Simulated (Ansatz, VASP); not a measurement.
## Bi in VASP and in Ansatz

```
Bi
1.0
    -1.95861    1.95861    1.95861
     1.95861   -1.95861    1.95861
     1.95861    1.95861   -1.95861
Bi
1
Direct
  0.00000 0.00000 0.00000
```

Alike in both runs: functional PBEsol; k mesh 16 × 16 × 16; occupations fermi-dirac, width 0.15 eV; no spin polarisation.

Ansatz relaxed the structure, and its values are those at the end. VASP's run is a single point on that final structure, the one shown.

|  | VASP | Ansatz |
| --- | --- | --- |
| version | VASP 6.6.1 | Ansatz 0.2.0 |
| potentials or method | VASP PAW PBE potentials, release 64 (Bi_d), cutoff 520 eV | scalar-relativistic, plane waves, PAW |
| valence electrons in the cell | 15 | 15 |

```tsv
	VASP	Ansatz	Ansatz less VASP
gap on the k mesh at the Fermi level (eV)	none	none	-
pressure (GPa)	0.0	0.0	+0.02
```

VASP's potentials were made for PBE, not for PBEsol. A gap of «none» marks a metal or a gap that the smearing closes.

Neither program's run includes spin-orbit coupling.
